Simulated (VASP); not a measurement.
# Si2W (I4/mmm) in VASP: single point with PBE

Aim: the single point of Si2W with PBE.

Program: VASP 6.6.1. These are calculated values, not measurements. Logs are shortened: lines on timing, memory, paths and dates and some standing lists are left out, and cuts for length are marked.

## (1) The cell of the first run

It takes space group I4/mmm (No. 139, tetragonal). Conventional cell: a = 3.229 Å, b = 3.229 Å, c = 7.867 Å, α = 90.00°, β = 90.00°, γ = 90.00°. Si (site symmetry 4mm) has 9 Si at 2.60 to 3.23 Å and 5 W at 2.63 Å within 3.4 Å. W (site symmetry 4/mmm) has 10 Si at 2.63 Å and 4 W at 3.23 Å within 3.5 Å.

## (2) Single point, PBE

Contents of INCAR:

```
ALGO     = Normal         # electronic algorithm
EDIFF    = 1E-6           # SCF threshold, eV
ENCUT    = 520            # plane-wave cutoff, eV
GGA      = PE             # functional
ISIF     = 2              # what is computed and relaxed
ISMEAR   = 0              # smearing method
LASPH    = T              # aspherical terms in the spheres
LCHARG   = F              # write CHGCAR
LREAL    = F              # projectors in reciprocal space
LWAVE    = F              # write WAVECAR
NBANDS   = 18             # bands
NELM     = 60             # most SCF steps
PREC     = Accurate       # precision mode
SIGMA    = 0.1            # smearing width, eV
```

Contents of KPOINTS:

```
k-points
0
Gamma
  18 18 18
```

Contents of POSCAR:

```
Si2W
1.0
   -1.6145179897      1.6145179897      3.9336866524
    1.6145179897     -1.6145179897      3.9336866524
    1.6145179897      1.6145179897     -3.9336866524
Si W
2 1
Direct
    0.3345674083      0.3345674083      0.0000000000
    0.6654325917      0.6654325917      0.0000000000
    0.0000000000      0.0000000000      0.0000000000
```

Potentials or basis: VASP PAW PBE potentials, release 64 (Si, W_sv).

Started as:

```console
$ cat potpaw_PBE.64/Si/POTCAR potpaw_PBE.64/W_sv/POTCAR > POTCAR
$ mpirun -np 1 vasp_std > vasp.out
```

OUTCAR:

```text
EDIFF = 1E-6
   ENCUT = 520
   GGA = PE
   ISIF = 2
   ISMEAR = 0
   LASPH = T
   LREAL = F
   NELM = 60
   PREC = Accurate

 ion  position               nearest neighbor table
   1  0.335  0.335  0.000-   2 2.60   3 2.63   3 2.63   3 2.63   3 2.63   3 2.63   2 2.64   2 2.64
                             2 2.64   2 2.64
   2  0.665  0.665  0.000-   1 2.60   3 2.63   3 2.63   3 2.63   3 2.63   3 2.63   1 2.64   1 2.64
                             1 2.64   1 2.64
   3  0.000  0.000  0.000-   2 2.63   2 2.63   1 2.63   2 2.63   1 2.63   1 2.63   2 2.63   1 2.63
                             1 2.63   2 2.63

  LATTYP: Found a body centered tetragonal cell.
 ALAT       =     3.2290359794
 C/A-ratio  =     2.4364464673

  Lattice vectors:

 A1 = (  -1.6145179897,   1.6145179897,   3.9336866524)
 A2 = (   1.6145179897,  -1.6145179897,   3.9336866524)
 A3 = (   1.6145179897,   1.6145179897,  -3.9336866524)

Analysis of symmetry for initial positions (statically):
=====================================================================
 Subroutine PRICEL returns:
 Original cell was already a primitive cell.

 Routine SETGRP: Setting up the symmetry group for a
 body centered tetragonal supercell.

 Subroutine GETGRP returns: Found 16 space group operations
 (whereof 16 operations were pure point group operations)
 out of a pool of 16 trial point group operations.

The static configuration has the point symmetry D_4h.

Analysis of symmetry for dynamics (positions and initial velocities):
=====================================================================
 Subroutine PRICEL returns:
 Original cell was already a primitive cell.

 Routine SETGRP: Setting up the symmetry group for a
 body centered tetragonal supercell.

 Subroutine GETGRP returns: Found 16 space group operations
 (whereof 16 operations were pure point group operations)
 out of a pool of 16 trial point group operations.

The dynamic configuration has the point symmetry D_4h.

 Subroutine INISYM returns: Found 16 space group operations
 (whereof 16 operations are pure point group operations),
 and found     1 'primitive' translations

----------------------------------------------------------------------------------------

                                     Primitive cell

  volume of cell :      41.0153

[... 88 lines left out ...]
   ENCUT  =  520.0 eV  38.22 Ry    6.18 a.u.   8.46  8.46  8.46*2*pi/ulx,y,z
   NELM   =     60;   NELMIN=  2; NELMDL= -5     # of ELM steps
   EDIFF  = 0.1E-05   stopping-criterion for ELM
   LREAL  =      F    real-space projection
   EDIFFG = 0.1E-04   stopping-criterion for IOM
   NSW    =      0    number of steps for IOM
   IBRION =     -1    ionic relax: 0-MD 1-quasi-New 2-CG
   NFREE  =      0    steps in history (QN), initial steepest desc. (CG)
   ISIF   =      2    stress and relaxation
   ISYM   =      2    0-nonsym 1-usesym 2-fastsym
   POTIM  = 0.5000    time-step for ionic-motion
   TEBEG  =    0.0;   TEEND  =   0.0 temperature during run
   PSTRESS=    0.0 pullay stress
   NELECT =      22.0000    total number of electrons
   NUPDOWN=      -1.0000    fix difference up-down
   EMIN   =  10.00;   EMAX   =-10.00  energy-range for DOS
   EFERMI =   0.00;   METHOD = LEGACY
   ISMEAR =     0;   SIGMA  =   0.10  broadening in eV -4-tet -1-fermi 0-gaus
   EFERMI_NEDOS =   21; number of points for ismear=-14 and -15
   IALGO  =     38    algorithm
   IMIX   =      4    mixing-type and parameters
     AMIX     =   0.40;   BMIX     =  1.00
     AMIX_MAG =   1.60;   BMIX_MAG =  1.00
  volume/ion in A,a.u.               =      13.67        92.26
  Fermi-wavevector in a.u.,A,eV,Ry     =   1.330150  2.513619 24.072767  1.769298
  Thomas-Fermi vector in A             =   2.459258
   LORBIT       =      0    0 simple, 1 ext, 2 COOP (PROOUT), +10 PAW based schemes
   GGA     = PE    functional components
   LHFCALC =     F    Hartree Fock is set to
   AEXX    =    0.0000 exact exchange contribution
   IVDW    =     0    specifies the selected vdW correction
   LEPSILON=     F    determine dielectric tensor
   LRPA    =     F    only Hartree local field effects (RPA)
 non-spin polarized calculation
 Gauss-broadening in eV      SIGMA  =   0.10
  energy-cutoff  :      520.00
  volume of cell :       41.02
 maximum number of plane-waves:      1134
 NGX is ok and might be reduce to    36
   NGX = 17   NGY = 17   NGZ = 17

 number of electron      22.0000000 magnetization

 Free energy of the ion-electron system (eV)
  ---------------------------------------------------
  ext. energy  EPLUGINS =         0.00000000
  ---------------------------------------------------
  free energy    TOTEN  =       -24.81573236 eV

  energy without entropy =      -24.81482624  energy(sigma->0) =      -24.81527930

 E-fermi :  11.7581     XC(G=0): -12.4608

 val. band max:       11.7381602075   @ k =  -0.3889   0.5000   0.3333
 cond. band min:      11.7954010674   @ k =  -0.3889  -0.4444   0.3889
 fundamental gap:      0.0572408599
 Fermi energy:        11.7581022713

 k-point     1 :       0.0000    0.0000    0.0000
  band No.  band energies     occupation
      1     -62.1267      2.00000
      2     -26.3739      2.00000
      3     -26.3602      2.00000
      4     -26.3602      2.00000
      5      -2.2033      2.00000
      6       4.9981      2.00000
[... 481 lines left out ...]
      5      -1.3067      2.00000
      6       5.0923      2.00000
[... 10 lines left out ...]
     17      17.9601      0.00000
     18      19.8894      0.00000

 [... further k-points ...]

------------------------ aborting loop because EDIFF is reached ----------------------------------------

  FORCE on cell =-STRESS in cart. coord.  units (eV):
  Direction    XX          YY          ZZ          XY          YZ          ZX
  --------------------------------------------------------------------------------------
  -------------------------------------------------------------------------------------
  Total        0.0233006      0.0233006     -0.0008996      0.0000000     -0.0000000      0.0000000
  in kB        0.9101909      0.9101909     -0.0351429      0.0000000     -0.0000000      0.0000000
  external PRESSURE =       0.5950796 kB  Pullay stress =       0.0000000 kB

 VOLUME and BASIS-vectors are now :
 -----------------------------------------------------------------------------
  energy-cutoff  :      520.00
  volume of cell :       41.02
      direct lattice vectors                 reciprocal lattice vectors
    -1.614517990  1.614517990  3.933686652     0.000000000  0.309689953  0.127107226
     1.614517990 -1.614517990  3.933686652     0.309689953  0.000000000  0.127107226
     1.614517990  1.614517990 -3.933686652     0.309689953  0.309689953  0.000000000

 POSITION                                       TOTAL-FORCE (eV/Angst)
 -----------------------------------------------------------------------------------
      0.00000      0.00000      2.63217         0.000000      0.000000     -0.002744
      0.00000      0.00000      5.23521        -0.000000     -0.000000      0.002744
      0.00000      0.00000      0.00000        -0.000000     -0.000000      0.000000
 -----------------------------------------------------------------------------------
    total drift:                               -0.000000      0.000000     -0.000000

  FREE ENERGIE OF THE ION-ELECTRON SYSTEM (eV)
  ---------------------------------------------------
  free  energy   TOTEN  =       -24.8157323577 eV

  energy  without entropy=      -24.8148262430  energy(sigma->0) =      -24.81527930
```

OSZICAR:

```text
N       E                     dE             d eps       ncg     rms          rms(c)
DAV:   1     0.132374471624E+03    0.13237E+03   -0.10815E+04 17280   0.123E+03
DAV:   2    -0.210695287181E+02   -0.15344E+03   -0.14981E+03 19710   0.322E+02
DAV:   3    -0.256551974270E+02   -0.45857E+01   -0.45313E+01 21888   0.500E+01
DAV:   4    -0.256952729458E+02   -0.40076E-01   -0.40002E-01 20242   0.493E+00
DAV:   5    -0.256957169730E+02   -0.44403E-03   -0.44400E-03 20740   0.556E-01    0.247E+01
DAV:   6    -0.249201577818E+02    0.77556E+00   -0.36911E+00 18558   0.134E+01    0.834E+00
DAV:   7    -0.248393247914E+02    0.80833E-01   -0.25679E-01 18468   0.281E+00    0.452E+00
DAV:   8    -0.248162232110E+02    0.23102E-01   -0.46769E-02 19516   0.170E+00    0.333E-01
DAV:   9    -0.248158260329E+02    0.39718E-03   -0.11212E-03 20058   0.265E-01    0.199E-01
DAV:  10    -0.248157387059E+02    0.87327E-04   -0.28688E-04 20376   0.146E-01    0.389E-02
DAV:  11    -0.248157320727E+02    0.66333E-05   -0.38798E-05 19786   0.450E-02    0.178E-02
DAV:  12    -0.248157323577E+02   -0.28505E-06   -0.17004E-06 14276   0.860E-03
   1 F= -.24815732E+02 E0= -.24815279E+02  d E =-.906115E-03
```

Run time: 4.7 min. Hardware: 1 thread of Intel Xeon Platinum 8375C at 2.90GHz (Ice Lake), shared host; peak memory 0.47 GiB.

Results:

| Property | Result |
| --- | --- |
| Free energy | -24.8157 eV |
| Pressure | 0.1 GPa |
| Band gap on the k mesh | zero (bands 11 and 12 overlap by 1.25 eV) |

Forces in eV/Å, atoms in the order of the input:
```
Si   0.000  0.000 -0.003
Si   0.000  0.000  0.003
W    0.000  0.000  0.000
```

Stress tensor (GPa, compression positive):
```
0.09 0.00 0.00
0.00 0.09 0.00
0.00 0.00 0.00
```

Caveat: spin-orbit coupling is left out, which moves the levels of the heavy elements.
